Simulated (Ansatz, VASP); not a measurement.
**One calculation of ZnO, two programs**

Contents of INCAR:

```
PREC = Accurate
ENCUT = 1340
EDIFF = 1E-6
ISMEAR = -1
SIGMA = 0.02
LREAL = F
LASPH = T
NELM = 120
ALGO = Normal
ISIF = 2
LWAVE = F
LCHARG = F
GGA = PE
NBANDS = 16
GGA_COMPAT = F
```

The input KPOINTS:

```
regular mesh
0
Gamma
  10 10 10
```

Contents of POSCAR:

```
ZnO
1.0
    0.0000000000      2.1337703864      2.1337703864
    2.1337703864      0.0000000000      2.1337703864
    2.1337703864      2.1337703864      0.0000000000
Zn O
1 1
Direct
    0.0000000000      0.0000000000      0.0000000000
    0.5000000000      0.5000000000      0.5000000000
```

Input for Ansatz:

```yaml
crystal:
  lattice:
    - [0.0, 2.1337703864, 2.1337703864]
    - [2.1337703864, 0.0, 2.1337703864]
    - [2.1337703864, 2.1337703864, 0.0]
  atoms:
    - { symbol: Zn, position: [0.0, 0.0, 0.0] }
    - { symbol: O, position: [0.5, 0.5, 0.5] }
kpoints:
  mp_grid: { grid: [10, 10, 10] }
  band_path:
    path:
      - [0.0, 0.0, 0.0]
      - [0.5, 0.0, 0.5]
      - [0.625, 0.25, 0.625]
      - [0.375, 0.375, 0.75]
      - [0.5, 0.5, 0.5]
      - [0.5, 0.25, 0.75]
    npoints: 1
hamiltonian:
  xc: pbe
scf:
  occupations: { method: fermi_dirac, width: 0.02 }
  n_extra_bands: 4
output:
  forces: true
  stress: true
  eigenvalues: true
```

Alike in both runs: task single point; functional PBE; k mesh 10 × 10 × 10; occupations fermi-dirac, width 0.02 eV; no spin polarisation.

|  | VASP | Ansatz |
| --- | --- | --- |
| version | VASP 6.6.1 | Ansatz 0.2.0 |
| potentials or method | VASP PAW PBE potentials, release 64 (Zn, O_h) | plane waves, PAW |
| plane-wave cutoff (eV) | 1340 | 420 |
| valence electrons in the cell | 18 | 18 |

Ansatz gave:

```
gap on the k mesh at the Fermi level (eV) : 0.95
pressure (GPa)                            : 8.0
```

Estimate VASP's values.

gap on the k mesh at the Fermi level (eV): 0.92; pressure (GPa): 8.9.
